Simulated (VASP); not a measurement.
Wanted: the native input for a VASP 6.6.1 run.

```yaml
Task: single point
Functional: LDA
Potentials_or_basis: VASP PAW LDA potentials, release 64 (Ga_d, N)
Cutoff: 520 eV
k_mesh: 11 × 11 × 11
Occupations: fermi-dirac, width 0.05 eV
Spin: no spin polarisation
Dipole_correction: no
Further_INCAR_settings: ALGO = Normal; EDIFF = 1e-06; NBANDS = 16
```

The structure of GaN lies in POSCAR:

```
GaN
1.0
    0.0000000000      2.1771129849      2.1771129849
    2.1771129849      0.0000000000      2.1771129849
    2.1771129849      2.1771129849      0.0000000000
Ga N
1 1
Direct
    0.0000000000      0.0000000000      0.0000000000
    0.5000000000      0.5000000000      0.5000000000
```

This cell differs from its parent crystal: volume scaled by 1.06.

The input as run:

INCAR

```
SYSTEM = GaN
PREC = Accurate
ENCUT = 520
EDIFF = 1E-6
ISMEAR = -1
SIGMA = 0.05
LREAL = .FALSE.
LASPH = .TRUE.
NELM = 100
ALGO = Normal
ISIF = 2
LWAVE = .FALSE.
LCHARG = .FALSE.
NBANDS = 16
```

KPOINTS

```
regular mesh
0
G
  11 11 11
  0 0 0
```

Potentials or basis: VASP PAW LDA potentials, release 64 (Ga_d, N).

Command:

```bash
$ cat potpaw_LDA.64/Ga_d/POTCAR potpaw_LDA.64/N/POTCAR > POTCAR
$ mpirun -np 1 vasp_std > vasp.out
```

Results of the run:

| Quantity | Value |
| --- | --- |
| Pressure | -21.7 GPa |

Wall time 9.8 s on 1 thread of Intel(R) Xeon(R) Platinum 8259CL CPU @ 2.50GHz (Skylake/Cascade Lake) (shared host), peak memory 0.14 GiB.
